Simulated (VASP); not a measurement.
Input of a VASP 6.6.1 run:

File POSCAR:

```
Cs2HfVCl6
1.0
    0.0000000000      5.1561435400      5.1561435400
    5.1561435400      0.0000000000      5.1561435400
    5.1561435400      5.1561435400      0.0000000000
Cs Hf V Cl
2 1 1 6
Direct
    0.2500000000      0.2500000000      0.2500000000
    0.7500000000      0.7500000000      0.7500000000
    0.5000000000      0.5000000000      0.5000000000
    0.0000000000      0.0000000000      0.0000000000
    0.2313500000      0.7686500000      0.7686500000
    0.7686500000      0.2313500000      0.7686500000
    0.7686500000      0.2313500000      0.2313500000
    0.2313500000      0.7686500000      0.2313500000
    0.7686500000      0.7686500000      0.2313500000
    0.2313500000      0.2313500000      0.7686500000
```

INCAR.step1

```
PREC = Accurate
ENCUT = 520
ISMEAR = -5
SIGMA = 0.1
LREAL = F
LASPH = T
NELM = 100
LMAXMIX = 4
GGA = PE
ALGO = Normal
EDIFF = 1E-4
LWAVE = T
LCHARG = F
```

The input INCAR.step2:

```
PREC = Accurate
ENCUT = 520
EDIFF = 1E-7
ISMEAR = -1
SIGMA = 0.1
LREAL = F
LASPH = T
NELM = 100
ALGO = Normal
ISIF = 2
LWAVE = F
LCHARG = F
LMAXMIX = 4
METAGGA = R2SCAN
LMIXTAU = T
LORBIT = 11
ISTART = 1
```

The input KPOINTS:

```
regular mesh
0
Gamma
  6 6 6
```

Potentials or basis: VASP PAW PBE potentials, release 64 (Cs_sv, Hf_pv, V_sv, Cl).

The run is started by

```bash
$ cat potpaw_PBE.64/Cs_sv/POTCAR potpaw_PBE.64/Hf_pv/POTCAR potpaw_PBE.64/V_sv/POTCAR potpaw_PBE.64/Cl/POTCAR > POTCAR
$ cp INCAR.step1 INCAR
$ mpirun -np 1 vasp_std > vasp.out
$ cp INCAR.step2 INCAR
$ mpirun -np 1 vasp_std > vasp.out
```

Task: What does it give for the largest force?

Result: 1.770 eV/Å.

Task: Predict the pressure.

Result: -2.9 GPa.

Forces on the atoms (eV/Å):
```
Cs   0.000  0.000  0.000
Cs   0.000  0.000  0.000
Hf   0.000  0.000  0.000
V    0.000  0.000  0.000
Cl  -1.770  0.000  0.000
Cl   0.000 -1.770  0.000
Cl   1.770  0.000  0.000
Cl   0.000  1.770  0.000
Cl   0.000  0.000 -1.770
Cl   0.000  0.000  1.770
```

Caveat: the PAW data sets were made with another functional, which shifts forces and pressure a little; an odd number of electrons without spin polarisation forces a metal; a magnetic or distorted state may lie lower; the run has no spin polarisation, though such a crystal can be magnetic.
